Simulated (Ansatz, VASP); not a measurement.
Ge: VASP beside Ansatz

INCAR

```
  ALGO = Normal
  EDIFF = 1E-6
  ENCUT = 500
  GGA = PE
  GGA_COMPAT = F
  ISIF = 2
  ISMEAR = -1
  IVDW = 12
  LASPH = T
  LCHARG = F
  LREAL = F
  LWAVE = F
  NBANDS = 21
  NELM = 120
  PREC = Accurate
  SIGMA = 0.02
```

The input KPOINTS:

```
k-points
0
Gamma
  6 6 6
```

POSCAR

```
Ge
1.0
    0.0000000000      2.8368735121      2.8368735121
    2.8368735121      0.0000000000      2.8368735121
    2.8368735121      2.8368735121      0.0000000000
Ge
2
Direct
    0.0000000000      0.0000000000      0.0000000000
    0.2500000000      0.2500000000      0.2500000000
```

Input for Ansatz:

```yaml
crystal:
  lattice:
    - [0.0, 2.8368735121, 2.8368735121]
    - [2.8368735121, 0.0, 2.8368735121]
    - [2.8368735121, 2.8368735121, 0.0]
  atoms:
    - { symbol: Ge, position: [0.0, 0.0, 0.0] }
    - { symbol: Ge, position: [0.25, 0.25, 0.25] }
kpoints:
  mp_grid: { grid: [6, 6, 6] }
hamiltonian:
  xc: pbe
  dispersion: d3bj
scf:
  occupations: { method: fermi_dirac, width: 0.02 }
  n_extra_bands: 4
output:
  forces: true
  stress: true
  eigenvalues: true
```

Alike in both runs: task single point; functional PBE; dispersion D3(BJ); k mesh 6 × 6 × 6; occupations fermi-dirac, width 0.02 eV; no spin polarisation.

```csv
,VASP,Ansatz
version,VASP 6.6.1,Ansatz 0.2.0
potentials or method,"VASP PAW PBE potentials, release 64 (Ge_d)",plane waves
plane-wave cutoff (eV),500,420
valence electrons in the cell,28,28
```

|  | VASP | Ansatz | Ansatz less VASP |
| --- | --- | --- | --- |
| pressure (GPa) | 0.8 | 1.0 | +0.15 |
